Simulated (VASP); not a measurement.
# Al (P6_3/mmc) in VASP: further runs, part 2 of 2

VASP 6.6.1.

## (3) Single point, PBEsol+D3(BJ) (biaxial strain in the a-b plane: +1.0 %, then relaxed in part)

The input, INCAR:

```
SYSTEM = Al
PREC     = Accurate       ! precision mode
ENCUT    = 520            ! plane-wave cutoff, eV
EDIFF    = 1E-6           ! SCF threshold, eV
ISMEAR   = 0              ! smearing method
SIGMA    = 0.1            ! smearing width, eV
LREAL    = .FALSE.        ! projectors in reciprocal space
LASPH    = .TRUE.         ! aspherical terms in the spheres
NELM     = 80             ! most SCF steps
ALGO     = Normal         ! electronic algorithm
ISIF     = 2              ! what is computed and relaxed
LWAVE    = .FALSE.        ! write WAVECAR
LCHARG   = .FALSE.        ! write CHGCAR
GGA      = PS             ! functional
IVDW     = 12             ! dispersion correction
NBANDS   = 10             ! bands
```

The input, KPOINTS:

```
regular mesh
0
G
  24 24 12
  0 0 0
```

The input, POSCAR:

```
Al
1.0
    2.8181617775      0.0000000000      0.0000000000
   -1.4090808887      2.4405996913      0.0000000000
    0.0000000000      0.0000000000      4.6099611552
Al
2
Direct
    0.6666666667      0.3333333333      0.7500000000
    0.3333333333      0.6666666667      0.2500000000
```

Potentials or basis: VASP PAW PBE potentials, release 64 (Al).

Launch:

```sh
$ cat potpaw_PBE.64/Al/POTCAR > POTCAR
$ mpirun -np 1 vasp_std > vasp.out
```

OUTCAR:

```text
SYSTEM = Al
   PREC = Accurate
   ENCUT = 520
   EDIFF = 1E-6
   ISMEAR = 0
   LREAL = .FALSE.
   LASPH = .TRUE.
   NELM = 80
   ISIF = 2
   GGA = PS
   IVDW = 12
 IVDW          = 12

 ion  position               nearest neighbor table
   1  0.667  0.333  0.750-   2 2.82   2 2.82   2 2.82   2 2.82   2 2.82   2 2.82
   2  0.333  0.667  0.250-   1 2.82   1 2.82   1 2.82   1 2.82   1 2.82   1 2.82

  LATTYP: Found a hexagonal cell.
 ALAT       =     2.8181617775
 C/A-ratio  =     1.6358043005

  Lattice vectors:

 A1 = (   2.8181617775,   0.0000000000,   0.0000000000)
 A2 = (  -1.4090808887,   2.4405996913,   0.0000000000)
 A3 = (   0.0000000000,   0.0000000000,   4.6099611552)

Analysis of symmetry for initial positions (statically):
=====================================================================
 Subroutine PRICEL returns:
 Original cell was already a primitive cell.

 Routine SETGRP: Setting up the symmetry group for a
 hexagonal supercell.

 Subroutine GETGRP returns: Found 24 space group operations
 (whereof 12 operations were pure point group operations)
 out of a pool of 24 trial point group operations.

The static configuration has the point symmetry D_3d.
[... 173 lines left out ...]
      1      -3.0389      2.00000
      2       3.6109      2.00000
      3       3.9159      2.00000
      4      19.2890      0.00000
      5      19.2890      0.00000
      6      19.5783      0.00000
      7      19.5783      0.00000
      8      20.6380      0.00000
      9      22.8002      0.00000
     10      23.1315      0.00000
[... 287 lines left out ...]
 k-point    24 :       0.4583    0.0417    0.0000
  band No.  band energies     occupation
      1       2.5660      2.00000
      2       3.5556      2.00000
      3       8.7931      0.00000
      4       9.3630      0.00000
      5      10.0686      0.00000
      6      10.4501      0.00000
      7      13.5207      0.00000
      8      16.7244      0.00000
      9      19.3789      0.00000
     10      19.6069      0.00000

 [... further k-points ...]

------------------------ aborting loop because EDIFF is reached ----------------------------------------

 Edisp (eV)   -0.66136

 E8    (eV) :    -0.4454

  FORCE on cell =-STRESS in cart. coord.  units (eV):
  Direction    XX          YY          ZZ          XY          YZ          ZX
  --------------------------------------------------------------------------------------
  -------------------------------------------------------------------------------------
  Total      -0.27868    -0.27868     0.01387    -0.00000    -0.00000     0.00000
  in kB     -14.08190   -14.08190     0.70097    -0.00000    -0.00000     0.00000
  external pressure =       -9.15 kB  Pullay stress =        0.00 kB

 VOLUME and BASIS-vectors are now :
 -----------------------------------------------------------------------------
  energy-cutoff  :      520.00
  volume of cell :       31.71
      direct lattice vectors                 reciprocal lattice vectors
     2.818161777  0.000000000  0.000000000     0.354841233  0.204867681  0.000000000
    -1.409080889  2.440599691  0.000000000     0.000000000  0.409735363  0.000000000
     0.000000000  0.000000000  4.609961155     0.000000000  0.000000000  0.216921568

 POSITION                                       TOTAL-FORCE (eV/Angst)
 -----------------------------------------------------------------------------------
      1.40908      0.81353      3.45747        -0.000000      0.000000      0.000000
     -0.00000      1.62707      1.15249         0.000000     -0.000000      0.000000
 -----------------------------------------------------------------------------------
    total drift:                                0.000000     -0.000000      0.000000

  FREE ENERGIE OF THE ION-ELECTRON SYSTEM (eV)
  ---------------------------------------------------
  free  energy   TOTEN  =        -8.7763729732 eV

  energy  without entropy=       -8.7726862321  energy(sigma->0) =       -8.77452960
```

OSZICAR:

```text
N       E                     dE             d eps       ncg     rms          rms(c)
DAV:   1    -0.666261945552E+00   -0.66626E+00   -0.24118E+03  8540   0.481E+02
DAV:   2    -0.801482078652E+01   -0.73486E+01   -0.70633E+01 11364   0.548E+01
DAV:   3    -0.817549227277E+01   -0.16067E+00   -0.15939E+00 11154   0.650E+00
DAV:   4    -0.817616249969E+01   -0.67023E-03   -0.67008E-03 10232   0.477E-01
DAV:   5    -0.817616770677E+01   -0.52071E-05   -0.52074E-05 10240   0.430E-02    0.204E+00
DAV:   6    -0.813946550863E+01    0.36702E-01   -0.43234E-03  9522   0.313E-01    0.116E+00
DAV:   7    -0.811518287948E+01    0.24283E-01   -0.10871E-02  9064   0.477E-01    0.205E-01
DAV:   8    -0.811501859023E+01    0.16429E-03   -0.14328E-04 12028   0.674E-02    0.282E-02
DAV:   9    -0.811501679072E+01    0.17995E-05   -0.10111E-06  9492   0.594E-03    0.226E-03
DAV:  10    -0.811501610649E+01    0.68423E-06   -0.43374E-08  5420   0.108E-03
   1 F= -.87763730E+01 E0= -.87745296E+01  d E =-.368674E-02
```

stdout:

```text
POSCAR found type information on POSCAR Al
 POSCAR found :  1 types and       2 ions
 scaLAPACK will be used
 -----------------------------------------------------------------------------
|                                                                             |
|                                                                             |
|     You enforced a specific xc type in the INCAR file but a different       |
|     I HOPE YOU KNOW WHAT YOU ARE DOING!                                     |
|                                                                             |
 -----------------------------------------------------------------------------

 LDA part: xc-table for (Slater+PW92), standard interpolation
 POSCAR, INCAR and KPOINTS ok, starting setup
 FFT: planning ... GRIDC
 FFT: planning ... GRID_SOFT
 FFT: planning ... GRID
 WAVECAR not read
 entering main loop
```

Wall time 30 s (1 thread of Intel Xeon 6975P-C (Granite Rapids), shared host); peak memory 0.24 GiB.

Results:

```
Free energy                : -8.7764 eV
Pressure                   : -0.9 GPa
Band gap on the k mesh     : zero (bands 3 and 4 overlap by 7.54 eV)
Dispersion energy per atom : -0.331 eV
```

Levels at points of the mesh, in eV from the Fermi level:
| k point | band 1 | band 2 | band 3 | band 4 | band 5 | band 6 | band 7 |
| --- | --- | --- | --- | --- | --- | --- | --- |
| (0.00, 0.00, 0.00) | -11.41 | -4.76 | -4.46 | 10.91 | 10.91 | 11.20 | 11.20 |
| (0.50, 0.00, 0.00) | -5.42 | -5.28 | 0.60 | 1.19 | 1.44 | 1.85 | 5.79 |
| (0.00, 0.00, 0.50) | -9.68 | -9.68 | 3.48 | 3.48 | 12.07 | 12.07 | 12.07 |
| (0.50, 0.00, 0.50) | -4.05 | -4.05 | -3.27 | -3.27 | 7.27 | 7.27 | 7.66 |

Caveat: the cell differs from its parent crystal (biaxial strain in the a-b plane: +1.0 %, then relaxed in part); the PAW data sets were made with another functional, which shifts forces and pressure a little.

## (4) Single point, PBEsol+D3(BJ) (biaxial strain in the a-b plane: +1.0 %)

The input, INCAR:

```
SYSTEM = Al
PREC = Accurate
ENCUT = 520
EDIFF = 1E-6
ISMEAR = 0
SIGMA = 0.1
LREAL = .False.
LASPH = .True.
NELM = 100
ALGO = Fast
ISIF = 2
LWAVE = .False.
LCHARG = .True.
GGA = PS
IVDW = 12
LELF = .True.
LVHAR = .True.
NBANDS = 10
```

The input, KPOINTS:

```
regular mesh
0
Gamma
  24 24 12
  0 0 0
```

POSCAR, as its differences from that of step 3:

```diff
@@ -4,3 +4,3 @@
    -1.4090808887      2.4405996913      0.0000000000
-    0.0000000000      0.0000000000      4.6099611552
+    0.0000000000      0.0000000000      4.6200301701
 Al
```

Launch:

```sh
$ cat potpaw_PBE.64/Al/POTCAR > POTCAR
$ mpirun -np 1 vasp_std > vasp.out
```

Run time: 40 s. Hardware: 1 thread of Intel Xeon 6975P-C (Granite Rapids), shared host; peak memory 0.24 GiB.

The run converged. Its results:

| Property | Result |
| --- | --- |
| Free energy | -8.7763 eV |
| Pressure | -1.1 GPa |
| Band gap on the k mesh | zero (bands 3 and 4 overlap by 7.50 eV) |
| Dispersion energy per atom | -0.330 eV |

Stress tensor (GPa, compression positive):
```
-1.50  0.00  0.00
 0.00 -1.50  0.00
 0.00  0.00 -0.28
```

Levels at points of the mesh, in eV from the Fermi level:
| k point | band 1 | band 2 | band 3 | band 4 | band 5 | band 6 | band 7 | band 8 |
| --- | --- | --- | --- | --- | --- | --- | --- | --- |
| (0.00, 0.00, 0.00) | -11.40 | -4.77 | -4.48 | 10.93 | 10.93 | 11.22 | 11.22 | 12.23 |
| (0.50, 0.00, 0.00) | -5.40 | -5.27 | 0.60 | 1.17 | 1.44 | 1.83 | 5.81 | 7.59 |
| (0.00, 0.00, 0.50) | -9.67 | -9.67 | 3.44 | 3.44 | 12.09 | 12.09 | 12.09 | 12.09 |
| (0.50, 0.00, 0.50) | -4.04 | -4.04 | -3.26 | -3.26 | 7.28 | 7.28 | 7.66 | 7.66 |

Caveat: the cell differs from its parent crystal (biaxial strain in the a-b plane: +1.0 %); the PAW data sets were made with another functional, which shifts forces and pressure a little.

## (5) Single point, PBEsol+D3(BJ) (biaxial strain in the a-b plane: +2.0 %, then relaxed in part)

The input, INCAR:

```
PREC = Accurate
ENCUT = 520
EDIFF = 1E-6
ISMEAR = 0
SIGMA = 0.1
LREAL = F
LASPH = T
NELM = 60
ALGO = Normal
ISIF = 2
LWAVE = F
LCHARG = F
GGA = PS
IVDW = 12
NBANDS = 10
```

The input, KPOINTS:

```
Automatic mesh
0
Gamma
  24 24 12
```

The input, POSCAR:

```
Al
1.0
    2.8460643694      0.0000000000      0.0000000000
   -1.4230321847      2.4647640447      0.0000000000
    0.0000000000      0.0000000000      4.5705971962
Al
2
Direct
    0.6666666667      0.3333333333      0.7500000000
    0.3333333333      0.6666666667      0.2500000000
```

Launch:

```sh
$ cat potpaw_PBE.64/Al/POTCAR > POTCAR
$ mpirun -np 1 vasp_std > vasp.out
```

Wall time 32 s (1 thread of Intel Xeon 6975P-C (Granite Rapids), shared host); peak memory 0.24 GiB.

Results (log left out):

```
Free energy                : -8.7679 eV
Pressure                   : -1.8 GPa
Band gap on the k mesh     : zero (bands 3 and 4 overlap by 7.80 eV)
Dispersion energy per atom : -0.327 eV
```

Stress tensor (GPa, compression positive):
```
-2.75  0.00  0.00
 0.00 -2.75  0.00
 0.00  0.00  0.08
```

Levels at points of the mesh, in eV from the Fermi level:
| k point | band 1 | band 2 | band 3 | band 4 | band 5 | band 6 | band 7 |
| --- | --- | --- | --- | --- | --- | --- | --- |
| (0.00, 0.00, 0.00) | -11.33 | -4.61 | -4.20 | 10.52 | 10.52 | 10.91 | 10.91 |
| (0.50, 0.00, 0.00) | -5.47 | -5.29 | 0.62 | 1.35 | 1.49 | 1.95 | 5.52 |
| (0.00, 0.00, 0.50) | -9.57 | -9.57 | 3.82 | 3.82 | 11.78 | 11.78 | 11.78 |
| (0.50, 0.00, 0.50) | -4.03 | -4.03 | -3.28 | -3.28 | 7.03 | 7.03 | 7.66 |

Caveat: the cell differs from its parent crystal (biaxial strain in the a-b plane: +2.0 %, then relaxed in part); the PAW data sets were made with another functional, which shifts forces and pressure a little.

## (6) The runs side by side

```tsv
cell	gap on the mesh (eV)	pressure (GPa)
a = 2.790, b = 2.790, c = 4.648 Å, angles 90.0, 90.0, 120.0°, 2 atoms	none	0.1
a = 2.818, b = 2.818, c = 4.610 Å, angles 90.0, 90.0, 120.0°, 2 atoms	none	-0.9
a = 2.818, b = 2.818, c = 4.620 Å, angles 90.0, 90.0, 120.0°, 2 atoms	none	-1.1
a = 2.846, b = 2.846, c = 4.571 Å, angles 90.0, 90.0, 120.0°, 2 atoms	none	-1.8
```

Alike in all rows: task single point; level PBEsol+D3(BJ); potentials or basis VASP PAW PBE potentials, release 64 (Al); no spin polarisation; k mesh 24 × 24 × 12; cutoff (eV) 520; smearing gaussian 0.1 eV.

Caveats: the PAW data sets were made with another functional, which shifts forces and pressure a little.

Absolute energies hang on the potentials; compare differences alone.
